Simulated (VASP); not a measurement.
Set up this calculation in VASP 6.6.1, as the native input.

```
Task                   : single point
Functional             : PBE
Potentials or basis    : VASP PAW PBE potentials, release 64 (P)
Cutoff                 : 500 eV
k mesh                 : 18 × 18 × 18
Occupations            : gaussian, width 0.1 eV
Spin                   : no spin polarisation
Dipole correction      : no
Further INCAR settings : ALGO = Normal; EDIFF = 1e-06; NBANDS = 8
```

The structure of P lies in POSCAR:

```
P
1.0
   -1.6754286022      1.6754286022      1.6754286022
    1.6754286022     -1.6754286022      1.6754286022
    1.6754286022      1.6754286022     -1.6754286022
P
1
Direct
    0.0000000000      0.0000000000      0.0000000000
```

This cell differs from its parent crystal: Bi replaced by P, lengths x 0.834, strained.

These files were run (other wordings do the same):

INCAR

```
PREC = Accurate
ENCUT = 500
EDIFF = 1E-6
ISMEAR = 0
SIGMA = 0.1
LREAL = F
LASPH = T
NELM = 120
ALGO = Normal
ISIF = 2
LWAVE = F
LCHARG = F
GGA = PE
NBANDS = 8
GGA_COMPAT = F
```

KPOINTS

```
Automatic mesh
0
Gamma
  18 18 18
```

Potentials or basis: VASP PAW PBE potentials, release 64 (P).

Launch:

```sh
$ cat potpaw_PBE.64/P/POTCAR > POTCAR
$ mpirun -np 1 vasp_std > vasp.out
```

Results of the run:

| Quantity | Value |
| --- | --- |
| Pressure | -15.9 GPa |

Caveat: the cell differs from its parent crystal (Bi replaced by P, lengths x 0.834, strained).

Wall time 16 s on 1 thread of Intel Xeon 8259CL, with other jobs on the host, peak memory 0.15 GiB.
